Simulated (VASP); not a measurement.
# SiC in VASP: further runs

SiC is run at these levels: PBE; tasks: electric field gradients.

All numbers are computed with VASP 6.6.1; they aren't measurements. Logs are shortened: lines on timing, memory, paths and dates and some standing lists are left out, and cuts for length are marked.

### 1 The cell of the first run

The structure is hexagonal, space group P6_3mc (No. 186). Conventional cell: a = 3.076 Å, b = 3.076 Å, c = 5.048 Å, α = 90.00°, β = 90.00°, γ = 120.00°. Within 2.5 Å of Si (site symmetry 3m) lie 4 C at 1.87 to 1.94 Å. Within 2.5 Å of C (site symmetry 3m) lie 4 Si at 1.87 to 1.94 Å.

### 2 Electric field gradients, PBE

Contents of INCAR:

```
SYSTEM = SiC
  PREC = Accurate
  ENCUT = 520
  EDIFF = 1E-8
  ISMEAR = -1
  SIGMA = 0.08
  LREAL = .FALSE.
  LASPH = .TRUE.
  NELM = 60
  ALGO = Normal
  ISIF = 2
  LWAVE = .FALSE.
  LCHARG = .FALSE.
  GGA = PE
  LEFG = .TRUE.
  NBANDS = 16
```

Contents of KPOINTS:

```
regular mesh
0
G
  15 15 8
  0 0 0
```

Contents of POSCAR:

```
SiC
1.0
    3.0759982064      0.0000000000      0.0000000000
   -1.5379991032      2.6638925888      0.0000000000
    0.0000000000      0.0000000000      5.0480000000
Si C
2 2
Direct
    0.3333333333      0.6666666667      0.0000000000
    0.6666666667      0.3333333333      0.5000000000
    0.3333333333      0.6666666667      0.3850000000
    0.6666666667      0.3333333333      0.8850000000
```

Potentials or basis: VASP PAW PBE potentials, release 64 (Si, C).

On the command line:

```sh
$ cat potpaw_PBE.64/Si/POTCAR potpaw_PBE.64/C/POTCAR > POTCAR
$ mpirun -np 1 vasp_std > vasp.out
```

OUTCAR:

```text
SYSTEM = SiC
   PREC = Accurate
   ENCUT = 520
   EDIFF = 1E-8
   ISMEAR = -1
   LREAL = .FALSE.
   LASPH = .TRUE.
   NELM = 60
   ISIF = 2
   GGA = PE

 ion  position               nearest neighbor table
   1  0.333  0.667  0.000-   4 1.87   4 1.87   4 1.87   3 1.94   2 3.09   2 3.09   2 3.09   2 3.09
                             2 3.09   2 3.09
   2  0.667  0.333  0.500-   3 1.87   3 1.87   3 1.87   4 1.94   1 3.09   1 3.09   1 3.09   1 3.09
                             1 3.09   1 3.09
   3  0.333  0.667  0.385-   2 1.87   2 1.87   2 1.87   1 1.94
   4  0.667  0.333  0.885-   1 1.87   1 1.87   1 1.87   2 1.94

  LATTYP: Found a hexagonal cell.
 ALAT       =     3.0759982064
 C/A-ratio  =     1.6410932846

  Lattice vectors:

 A1 = (   3.0759982064,   0.0000000000,   0.0000000000)
 A2 = (  -1.5379991032,   2.6638925888,   0.0000000000)
 A3 = (   0.0000000000,   0.0000000000,   5.0480000000)

Analysis of symmetry for initial positions (statically):
=====================================================================
 Subroutine PRICEL returns:
 Original cell was already a primitive cell.

 Routine SETGRP: Setting up the symmetry group for a
 hexagonal supercell.

 Subroutine GETGRP returns: Found 12 space group operations
 (whereof  6 operations were pure point group operations)
 out of a pool of 24 trial point group operations.

The static configuration has the point symmetry C_3v.
 The point group associated with its full space group is C_6v.

Analysis of symmetry for dynamics (positions and initial velocities):
=====================================================================
 Subroutine PRICEL returns:
 Original cell was already a primitive cell.

 Routine SETGRP: Setting up the symmetry group for a
 hexagonal supercell.

 Subroutine GETGRP returns: Found 12 space group operations
 (whereof  6 operations were pure point group operations)
 out of a pool of 24 trial point group operations.

The dynamic configuration has the point symmetry C_3v.
 The point group associated with its full space group is C_6v.

 Subroutine INISYM returns: Found 12 space group operations
 (whereof  6 operations are pure point group operations),
 and found     1 'primitive' translations

----------------------------------------------------------------------------------------

                                     Primitive cell

  volume of cell :      41.3640

  direct lattice vectors                    reciprocal lattice vectors
     3.075998206  0.000000000  0.000000000     0.325097719  0.187695255  0.000000000
    -1.537999103  2.663892589  0.000000000     0.000000000  0.375390511  0.000000000
     0.000000000  0.000000000  5.048000000     0.000000000  0.000000000  0.198098257

  length of vectors
     3.075998206  3.075998206  5.048000000     0.375390511  0.375390511  0.198098257

  position of ions in fractional coordinates (direct lattice)
     0.333333333  0.666666667  0.000000000
     0.666666667  0.333333333  0.500000000
     0.333333333  0.666666667  0.385000000
     0.666666667  0.333333333  0.885000000

  ion indices of the primitive-cell ions
   primitive index   ion index
                 1           1
                 2           2
                 3           3
                 4           4

----------------------------------------------------------------------------------------

 KPOINTS: regular mesh

Automatic generation of k-mesh.
 Grid dimensions read from file:
 generate k-points for:   15   15    8

 Generating k-lattice:

  Cartesian coordinates                     Fractional coordinates (reciprocal lattice)
[... 44 lines left out ...]
   total plane-waves  NPLWV =  23040
   dimension x,y,z NGX =    24 NGY =   24 NGZ =   40
   dimension x,y,z NGXF=    48 NGYF=   48 NGZF=   80
   ions per type =               2   2
   NGX,Y,Z   is equivalent  to a cutoff of  12.97, 12.97, 13.17 a.u.
   NGXF,Y,Z  is equivalent  to a cutoff of  25.94, 25.94, 26.35 a.u.
 SYSTEM =  SiC
   PREC   = accura    normal or accurate (medium, high low for compatibility)
   ISTART =      0    job   : 0-new  1-cont  2-samecut
   ICHARG =      2    charge: 1-file 2-atom 10-const
   ISPIN  =      1    spin polarized calculation?
   LNONCOLLINEAR =      F non collinear calculations
   LSORBIT =      F    spin-orbit coupling
   LASPH  =      T    aspherical Exc in radial PAW
   ENCUT  =  520.0 eV  38.22 Ry    6.18 a.u.   5.72  5.72  9.39*2*pi/ulx,y,z
   NELM   =     60;   NELMIN=  2; NELMDL= -5     # of ELM steps
   EDIFF  = 0.1E-07   stopping-criterion for ELM
   LREAL  =      F    real-space projection
   EDIFFG = 0.1E-06   stopping-criterion for IOM
   NSW    =      0    number of steps for IOM
   IBRION =     -1    ionic relax: 0-MD 1-quasi-New 2-CG
   NFREE  =      0    steps in history (QN), initial steepest desc. (CG)
   ISIF   =      2    stress and relaxation
   ISYM   =      2    0-nonsym 1-usesym 2-fastsym
   POTIM  = 0.5000    time-step for ionic-motion
   TEBEG  =    0.0;   TEEND  =   0.0 temperature during run
   PSTRESS=    0.0 pullay stress
   NELECT =      16.0000    total number of electrons
   NUPDOWN=      -1.0000    fix difference up-down
   EMIN   =  10.00;   EMAX   =-10.00  energy-range for DOS
   EFERMI =   0.00;   METHOD = LEGACY
   ISMEAR =    -1;   SIGMA  =   0.08  broadening in eV -4-tet -1-fermi 0-gaus
   EFERMI_NEDOS =   21; number of points for ismear=-14 and -15
   IALGO  =     38    algorithm
   IMIX   =      4    mixing-type and parameters
     AMIX     =   0.40;   BMIX     =  1.00
     AMIX_MAG =   1.60;   BMIX_MAG =  1.00
  volume/ion in A,a.u.               =      10.34        69.78
  Fermi-wavevector in a.u.,A,eV,Ry     =   1.192818  2.254099 19.358564  1.422814
  Thomas-Fermi vector in A             =   2.328847
   LORBIT       =      0    0 simple, 1 ext, 2 COOP (PROOUT), +10 PAW based schemes
   GGA     = PE    functional components
   LHFCALC =     F    Hartree Fock is set to
   AEXX    =    0.0000 exact exchange contribution
   IVDW    =     0    specifies the selected vdW correction
   LEPSILON=     F    determine dielectric tensor
   LRPA    =     F    only Hartree local field effects (RPA)
 non-spin polarized calculation
  energy-cutoff  :      520.00
  volume of cell :       41.36
 maximum number of plane-waves:      1126
 NGX is ok and might be reduce to    24
   NGX = 11   NGY = 11   NGZ = 19

 number of electron      16.0000000 magnetization

 Free energy of the ion-electron system (eV)
  ---------------------------------------------------
  ext. energy  EPLUGINS =         0.00000000
  ---------------------------------------------------
  free energy    TOTEN  =       -30.06729230 eV

  energy without entropy =      -30.06729230  energy(sigma->0) =      -30.06729230

 E-fermi :   9.5946     XC(G=0): -11.3484

 val. band max:        8.4095059381   @ k =   0.0000   0.0000   0.0000
 cond. band min:      10.7322445111   @ k =   0.3333   0.3333   0.0000
 fundamental gap:      2.3227385730
 Fermi energy:         9.5945706435

 k-point     1 :       0.0000    0.0000    0.0000
  band No.  band energies     occupation
      1      -7.3151      2.00000
      2      -3.8128      2.00000
      3      -0.2831      2.00000
      4       6.8534      2.00000
      5       6.8534      2.00000
      6       8.1339      2.00000
[... 433 lines left out ...]
      3       0.9124      2.00000
      4       2.1087      2.00000
      5       2.6240      2.00000
      6       3.6436      2.00000
[... 8 lines left out ...]
     15      19.4123      0.00000
     16      20.2614      0.00000

 [... further k-points ...]

------------------------ aborting loop because EDIFF is reached ----------------------------------------

  FORCE on cell =-STRESS in cart. coord.  units (eV):
  Direction    XX          YY          ZZ          XY          YZ          ZX
  --------------------------------------------------------------------------------------
  -------------------------------------------------------------------------------------
  Total        1.3563674      1.3563674      0.1070045      0.0000000      0.0000000      0.0000000
  in kB       52.5370614     52.5370614      4.1446763      0.0000000      0.0000000      0.0000000
  external PRESSURE =      36.4062664 kB  Pullay stress =       0.0000000 kB

 VOLUME and BASIS-vectors are now :
 -----------------------------------------------------------------------------
  energy-cutoff  :      520.00
  volume of cell :       41.36
      direct lattice vectors                 reciprocal lattice vectors
     3.075998206  0.000000000  0.000000000     0.325097719  0.187695255  0.000000000
    -1.537999103  2.663892589  0.000000000     0.000000000  0.375390511  0.000000000
     0.000000000  0.000000000  5.048000000     0.000000000  0.000000000  0.198098257

 POSITION                                       TOTAL-FORCE (eV/Angst)
 -----------------------------------------------------------------------------------
     -0.00000      1.77593      0.00000         0.000000      0.000000      0.752719
      1.53800      0.88796      2.52400        -0.000000      0.000000      0.752719
     -0.00000      1.77593      1.94348         0.000000      0.000000     -0.752719
      1.53800      0.88796      4.46748         0.000000      0.000000     -0.752719
 -----------------------------------------------------------------------------------
    total drift:                                0.000000      0.000000     -0.000219

  FREE ENERGIE OF THE ION-ELECTRON SYSTEM (eV)
  ---------------------------------------------------
  free  energy   TOTEN  =       -30.0672923047 eV

  energy  without entropy=      -30.0672922981  energy(sigma->0) =      -30.06729230

 Electric field gradients (V/A^2)
---------------------------------------------------------------------
 ion       V_xx      V_yy      V_zz      V_xy      V_xz      V_yz
---------------------------------------------------------------------
   1      -8.688    -8.688    17.376    -0.000     0.000    -0.000
   2      -8.688    -8.688    17.376    -0.000    -0.000     0.000
   3      -1.464    -1.464     2.928    -0.000    -0.000     0.000
   4      -1.464    -1.464     2.928    -0.000     0.000    -0.000
---------------------------------------------------------------------

 Electric field gradients after diagonalization (V/A^2)
 (convention: |V_zz| > |V_xx| > |V_yy|)
----------------------------------------------------------------------
 ion       V_xx      V_yy      V_zz     asymmetry (V_yy - V_xx)/ V_zz
----------------------------------------------------------------------
   1      -8.688    -8.688    17.376       0.000
   2      -8.688    -8.688    17.376       0.000
   3      -1.464    -1.464     2.928       0.000
   4      -1.464    -1.464     2.928       0.000
----------------------------------------------------------------------

           NMR quadrupolar parameters

 Cq : quadrupolar parameter    Cq=e*Q*V_zz/h
 eta: asymmetry parameters     (V_yy - V_xx)/ V_zz
 Q  : nuclear electric quadrupole moment in mb (millibarn)
----------------------------------------------------------------------
 ion       Cq(MHz)       eta       Q (mb)
----------------------------------------------------------------------
   1       0.042       0.000       1.000
   2       0.042       0.000       1.000
   3       0.007       0.000       1.000
   4       0.007       0.000       1.000
----------------------------------------------------------------------
```

It took 2 min on 1 thread of AMD EPYC 7R13, shared host; peak memory 0.18 GiB.

Results:

```yaml
Free_energy: -30.0673 eV
Pressure: 3.6 GPa
Largest_force: 0.753 eV/Å
Band_gap_on_the_k_mesh: 2.32 eV (least direct gap 4.09 eV)
Largest_electric_field_gradient_by_atom: Si +17.4; C +2.9 V/Å²
```

Forces in eV/Å, atoms in the order of the input:
```
Si   0.000  0.000  0.753
Si   0.000  0.000  0.753
C    0.000  0.000 -0.753
C    0.000  0.000 -0.753
```

Levels at points of the mesh, in eV from the valence-band top:
| k point | band 4 | band 5 | band 6 | band 7 | band 8 | band 9 | band 10 | band 11 | band 12 | band 13 |
| --- | --- | --- | --- | --- | --- | --- | --- | --- | --- | --- |
| (0.00, 0.00, 0.00) | -1.56 | -1.56 | -0.28 | -0.28 | 0.00 | 4.63 | 6.03 | 6.51 | 6.51 | 7.55 |
| (0.00, 0.00, 0.50) | -4.45 | -0.97 | -0.97 | -0.97 | -0.97 | 5.71 | 5.71 | 7.17 | 7.17 | 7.17 |

Electric field gradients, principal values (V/Å²):
```
atom   least  middle  greatest (by size)
1 Si  -8.688  -8.688              17.376
2 Si  -8.688  -8.688              17.376
 3 C  -1.464  -1.464               2.928
 4 C  -1.464  -1.464               2.928
```

Caveat: the cell stands under pressure; without QUAD_EFG the Cq values of the log hold for a quadrupole moment of 1 mb, not for the nuclei; an odd mesh through Γ misses points on the zone boundary, where band edges can lie.

### 3 Electric field gradients, PBE

Contents of INCAR:

```
ALGO = Normal
EDIFF = 1E-8
ENCUT = 520
GGA = PE
ISIF = 2
ISMEAR = -1
LASPH = True
LCHARG = False
LEFG = True
LREAL = False
LWAVE = False
NBANDS = 16
NELM = 60
PREC = Accurate
SIGMA = 0.08
```

Contents of KPOINTS:

```
k-points
0
Gamma
  15 15 8
```

POSCAR is that of step 2.

Potentials or basis: VASP PAW PBE potentials, release 64 (Si, C).

On the command line:

```sh
$ cat potpaw_PBE.64/Si/POTCAR potpaw_PBE.64/C/POTCAR > POTCAR
$ mpirun -np 1 vasp_std > vasp.out
```

OUTCAR:

```text
EDIFF = 1E-8
   ENCUT = 520
   GGA = PE
   ISIF = 2
   ISMEAR = -1
   LASPH = True
   LREAL = False
   NELM = 60
   PREC = Accurate

 ion  position               nearest neighbor table
   1  0.333  0.667  0.000-   4 1.87   4 1.87   4 1.87   3 1.94   2 3.09   2 3.09   2 3.09   2 3.09
                             2 3.09   2 3.09
   2  0.667  0.333  0.500-   3 1.87   3 1.87   3 1.87   4 1.94   1 3.09   1 3.09   1 3.09   1 3.09
                             1 3.09   1 3.09
   3  0.333  0.667  0.385-   2 1.87   2 1.87   2 1.87   1 1.94
   4  0.667  0.333  0.885-   1 1.87   1 1.87   1 1.87   2 1.94

  LATTYP: Found a hexagonal cell.
 ALAT       =     3.0759982064
[... 689 lines left out ...]
 ion       V_xx      V_yy      V_zz      V_xy      V_xz      V_yz
---------------------------------------------------------------------
   1      -8.688    -8.688    17.376    -0.000     0.000    -0.000
   2      -8.688    -8.688    17.376    -0.000    -0.000     0.000
   3      -1.464    -1.464     2.928    -0.000    -0.000     0.000
   4      -1.464    -1.464     2.928    -0.000     0.000    -0.000
---------------------------------------------------------------------

 Electric field gradients after diagonalization (V/A^2)
 (convention: |V_zz| > |V_xx| > |V_yy|)
----------------------------------------------------------------------
 ion       V_xx      V_yy      V_zz     asymmetry (V_yy - V_xx)/ V_zz
----------------------------------------------------------------------
   1      -8.688    -8.688    17.376       0.000
   2      -8.688    -8.688    17.376       0.000
   3      -1.464    -1.464     2.928       0.000
   4      -1.464    -1.464     2.928       0.000
----------------------------------------------------------------------

           NMR quadrupolar parameters

 Cq : quadrupolar parameter    Cq=e*Q*V_zz/h
 eta: asymmetry parameters     (V_yy - V_xx)/ V_zz
 Q  : nuclear electric quadrupole moment in mb (millibarn)
----------------------------------------------------------------------
 ion       Cq(MHz)       eta       Q (mb)
----------------------------------------------------------------------
   1       0.042       0.000       1.000
   2       0.042       0.000       1.000
   3       0.007       0.000       1.000
   4       0.007       0.000       1.000
----------------------------------------------------------------------
```

OSZICAR:

```text
N       E                     dE             d eps       ncg     rms          rms(c)
DAV:   1     0.263600882584E+02    0.26360E+02   -0.71032E+03  4320   0.894E+02
DAV:   2    -0.312250046271E+02   -0.57585E+02   -0.52509E+02  6272   0.160E+02
DAV:   3    -0.337923846451E+02   -0.25674E+01   -0.25582E+01  5592   0.309E+01
DAV:   4    -0.338111873474E+02   -0.18803E-01   -0.18800E-01  5400   0.325E+00
DAV:   5    -0.338113729265E+02   -0.18558E-03   -0.18558E-03  5640   0.304E-01    0.125E+01
DAV:   6    -0.301563408829E+02    0.36550E+01   -0.65442E+00  5480   0.157E+01    0.564E+00
DAV:   7    -0.300850901252E+02    0.71251E-01   -0.11187E+00  6160   0.618E+00    0.249E+00
DAV:   8    -0.300684849395E+02    0.16605E-01   -0.47403E-02  4976   0.139E+00    0.629E-01
DAV:   9    -0.300669419577E+02    0.15430E-02   -0.76229E-03  5576   0.591E-01    0.123E-01
DAV:  10    -0.300672624143E+02   -0.32046E-03   -0.10227E-03  5240   0.186E-01    0.578E-02
DAV:  11    -0.300672908463E+02   -0.28432E-04   -0.93287E-05  5096   0.689E-02    0.136E-02
DAV:  12    -0.300672917281E+02   -0.88180E-06   -0.65287E-06  5680   0.163E-02    0.404E-03
DAV:  13    -0.300672923048E+02   -0.57669E-06   -0.58098E-07  5440   0.492E-03    0.268E-03
DAV:  14    -0.300672923047E+02    0.15120E-09   -0.25063E-08  5696   0.106E-03
   1 F= -.30067292E+02 E0= -.30067292E+02  d E =-.655879E-08
```

stdout:

```text
POSCAR found type information on POSCAR SiC
 POSCAR found :  2 types and       4 ions
 scaLAPACK will be used
 LDA part: xc-table for (Slater+PW92), standard interpolation
 POSCAR, INCAR and KPOINTS ok, starting setup
 FFT: planning ... GRIDC
 FFT: planning ... GRID_SOFT
 FFT: planning ... GRID
 WAVECAR not read
 entering main loop
ion   1

ion   2

ion   3

ion   4
```

Run time: 1.8 min. Hardware: 1 thread of AMD EPYC 7R13, shared host; peak memory 0.18 GiB.

Results:

| Property | Result |
| --- | --- |
| Free energy | -30.0673 eV |
| Pressure | 3.6 GPa |
| Largest force | 0.753 eV/Å |
| Band gap on the k mesh | 2.32 eV (least direct gap 4.09 eV) |
| Largest electric field gradient by atom | Si +17.4; C +2.9 V/Å² |

Forces on the atoms (eV/Å):
```
Si   0.000  0.000  0.753
Si   0.000  0.000  0.753
C    0.000  0.000 -0.753
C    0.000  0.000 -0.753
```

Stress tensor (GPa, compression positive):
```
5.25 0.00 0.00
0.00 5.25 0.00
0.00 0.00 0.41
```

Levels at points of the mesh, in eV from the valence-band top:
| k point | band 6 | band 7 | band 8 | band 9 | band 10 | band 11 |
| --- | --- | --- | --- | --- | --- | --- |
| (0.00, 0.00, 0.00) | -0.28 | -0.28 | 0.00 | 4.63 | 6.03 | 6.51 |
| (0.00, 0.00, 0.50) | -0.97 | -0.97 | -0.97 | 5.71 | 5.71 | 7.17 |

Electric field gradients, principal values (V/Å²):
| atom | least | middle | greatest (by size) |
| --- | --- | --- | --- |
| 1 Si | -8.688 | -8.688 | 17.376 |
| 2 Si | -8.688 | -8.688 | 17.376 |
| 3 C | -1.464 | -1.464 | 2.928 |
| 4 C | -1.464 | -1.464 | 2.928 |

Caveat: the cell stands under pressure; without QUAD_EFG the Cq values of the log hold for a quadrupole moment of 1 mb, not for the nuclei; an odd mesh through Γ misses points on the zone boundary, where band edges can lie. PBE gaps usually lie below the measured ones, often by a third to a half.

[end of part 1 of 2]
